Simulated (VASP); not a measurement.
Mg:

```xyz
2
Lattice="3.2085 0.0000 0.0000 -1.6042 2.7786 0.0000 0.0000 0.0000 5.1442" Properties=species:S:1:pos:R:3 pbc="T T T"
Mg    0.0000    1.8524    1.2861
Mg    1.6042    0.9262    3.8582
```

| Item | Value |
| --- | --- |
| Program | VASP 6.6.1 |
| Task | relaxation of cell and atoms |
| Functional | PBE |
| Dispersion | D3(BJ) |
| Potentials or basis | VASP PAW PBE potentials, release 64 (Mg) |
| Cutoff | 600 eV |
| k mesh | 18 × 18 × 8 |
| Occupations | gaussian, width 0.1 eV |
| Spin | no spin polarisation |

At the start: pressure -2.1 GPa; volume 22.93 Å³/atom.

Task: Where does the relaxation end?

Result: Over 3 steps the energy falls by 8.9 meV/atom and the volume is 21.64 Å³/atom (-5.6 %); space group P6_3/mmc (No. 194, to 0.1 Å) before and after.

Step by step:
```csv
step,energy change (eV),largest force (eV/Å),pressure (GPa),volume (Å³)
1,0.0000,0.0000,-2.09,45.86
2,-0.0167,0.0000,-0.57,43.90
3,-0.0178,0.0000,-0.02,43.29
```

Final structure:
```xyz
2
Lattice="3.1474 0.0000 0.0000 -1.5737 2.7257 0.0000 0.0000 0.0000 5.0460" Properties=species:S:1:pos:R:3 pbc="T T T"
Mg    0.0000    1.8172    1.2615
Mg    1.5737    0.9086    3.7845
```
